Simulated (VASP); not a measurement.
# GaN (rocksalt type) (Fm-3m) in VASP: notebook, part 2 of 2

VASP 6.6.1. Earlier steps stand in the parts before.

## (3) Single point, PBE

INCAR reads:

```
  PREC = Accurate
  ENCUT = 520
  EDIFF = 1E-6
  ISMEAR = -1
  SIGMA = 0.05
  LREAL = F
  LASPH = T
  NELM = 60
  ALGO = Normal
  ISIF = 2
  LWAVE = F
  LCHARG = T
  GGA = PE
  LELF = T
  LVHAR = T
  NBANDS = 16
```

KPOINTS reads:

```
Automatic mesh
0
Gamma
  18 18 18
```

POSCAR reads:

```
GaN
1.0
    0.0000000000      1.8200319933      1.8200319933
    1.8200319933      0.0000000000      1.8200319933
    1.8200319933      1.8200319933      0.0000000000
Ga N
1 1
Direct
    0.0000000000      0.0000000000      0.0000000000
    0.5000000000      0.5000000000      0.5000000000
```

Potentials or basis: VASP PAW PBE potentials, release 64 (Ga_d, N).

On the command line:

```sh
> cat potpaw_PBE.64/Ga_d/POTCAR potpaw_PBE.64/N/POTCAR > POTCAR
> mpirun -np 1 vasp_std > vasp.out
```

Wall time 34 s (1 thread of Intel Xeon Platinum 8375C at 2.90GHz (Ice Lake), shared host); peak memory 0.15 GiB.

It converged, with:

| Quantity | Value |
| --- | --- |
| Free energy | -6.7793 eV |
| Pressure | 292.7 GPa |
| Band gap on the k mesh | 4.01 eV, indirect (least direct gap 6.55 eV) |

Levels at points of the mesh, in eV from the valence-band top:
```tsv
k point	band 6	band 7	band 8	band 9	band 10	band 11	band 12	band 13
(0.00, 0.00, 0.00)	-14.23	-1.44	-1.44	-1.44	8.57	17.18	17.65	17.65
(0.50, 0.00, 0.00)	-13.81	-10.31	-0.05	-0.05	6.50	11.78	11.78	16.39
(0.50, 0.50, 0.00)	-11.54	-9.70	-5.32	-5.32	4.01	8.36	16.85	21.21
```

## (4) Single point, PBE

This run uses another cell than the first one, of 9.72 Å³/atom, 1.612 times its volume.

INCAR reads:

```
PREC = Accurate
ENCUT = 520
EDIFF = 1E-6
ISMEAR = -1
SIGMA = 0.05
LREAL = F
LASPH = T
NELM = 100
ALGO = Normal
ISIF = 2
LWAVE = F
LCHARG = F
GGA = PE
NBANDS = 16
```

KPOINTS reads:

```
regular mesh
0
Gamma
  16 16 16
```

POSCAR reads:

```
GaN
1.0
    0.0000000000      2.1341334882      2.1341334882
    2.1341334882      0.0000000000      2.1341334882
    2.1341334882      2.1341334882      0.0000000000
Ga N
1 1
Direct
    0.0000000000      0.0000000000      0.0000000000
    0.5000000000      0.5000000000      0.5000000000
```

Potentials or basis: VASP PAW PBE potentials, release 64 (Ga_d, N).

On the command line:

```sh
> cat potpaw_PBE.64/Ga_d/POTCAR potpaw_PBE.64/N/POTCAR > POTCAR
> mpirun -np 1 vasp_std > vasp.out
```

OUTCAR:

```text
PREC = Accurate
   ENCUT = 520
   EDIFF = 1E-6
   ISMEAR = -1
   LREAL = F
   LASPH = T
   NELM = 100
   ISIF = 2
   GGA = PE

 ion  position               nearest neighbor table
   1  0.000  0.000  0.000-   2 2.13   2 2.13   2 2.13   2 2.13   2 2.13   2 2.13
   2  0.500  0.500  0.500-   1 2.13   1 2.13   1 2.13   1 2.13   1 2.13   1 2.13

  LATTYP: Found a face centered cubic cell.
 ALAT       =     4.2682669764

  Lattice vectors:

 A1 = (   0.0000000000,   2.1341334882,   2.1341334882)
[... 190 lines left out ...]
      6      -6.3784      2.00000
[... 433 lines left out ...]
      3      -6.4557      2.00000
      4      -6.4545      2.00000
      5      -6.4039      2.00000
      6      -6.3769      2.00000
[... 8 lines left out ...]
     15      23.4010      0.00000
     16      24.0263      0.00000

 [... further k-points ...]
[... 5 lines left out ...]
  --------------------------------------------------------------------------------------
  -------------------------------------------------------------------------------------
  Total        0.0928953      0.0928953      0.0928953      0.0000000      0.0000000      0.0000000
  in kB        7.6561333      7.6561333      7.6561333      0.0000000      0.0000000      0.0000000
  external PRESSURE =       7.6561333 kB  Pullay stress =       0.0000000 kB

 VOLUME and BASIS-vectors are now :
 -----------------------------------------------------------------------------
  energy-cutoff  :      520.00
  volume of cell :       19.44
      direct lattice vectors                 reciprocal lattice vectors
     0.000000000  2.134133488  2.134133488    -0.234287125  0.234287125  0.234287125
     2.134133488  0.000000000  2.134133488     0.234287125 -0.234287125  0.234287125
     2.134133488  2.134133488  0.000000000     0.234287125  0.234287125 -0.234287125

 POSITION                                       TOTAL-FORCE (eV/Angst)
 -----------------------------------------------------------------------------------
      0.00000      0.00000      0.00000        -0.000000     -0.000000     -0.000000
      2.13413      2.13413      2.13413         0.000000      0.000000      0.000000
 -----------------------------------------------------------------------------------
    total drift:                                0.000000     -0.000000     -0.000000

  FREE ENERGIE OF THE ION-ELECTRON SYSTEM (eV)
  ---------------------------------------------------
  free  energy   TOTEN  =       -11.2066913094 eV

  energy  without entropy=      -11.2066290127  energy(sigma->0) =      -11.20666016
```

Wall time 30 s (1 thread of Intel Xeon Platinum 8375C at 2.90GHz (Ice Lake), shared host); peak memory 0.17 GiB.

What came out:

- Free energy: -11.2067 eV
- Pressure: 0.8 GPa
- Band gap on the k mesh: 0.41 eV, indirect (least direct gap 2.38 eV)

Levels at points of the mesh, in eV from the valence-band top:
| k point | band 5 | band 6 | band 7 | band 8 | band 9 | band 10 | band 11 | band 12 | band 13 | band 14 |
| --- | --- | --- | --- | --- | --- | --- | --- | --- | --- | --- |
| (0.00, 0.00, 0.00) | -13.92 | -13.92 | -0.48 | -0.48 | -0.48 | 1.90 | 14.55 | 14.55 | 14.55 | 15.40 |
| (0.50, 0.00, 0.00) | -13.79 | -13.79 | -8.10 | -0.17 | -0.17 | 4.57 | 8.93 | 8.93 | 9.02 | 16.07 |
| (0.50, 0.50, 0.00) | -13.74 | -11.06 | -6.90 | -2.93 | -2.93 | 0.41 | 7.80 | 11.63 | 14.12 | 14.12 |
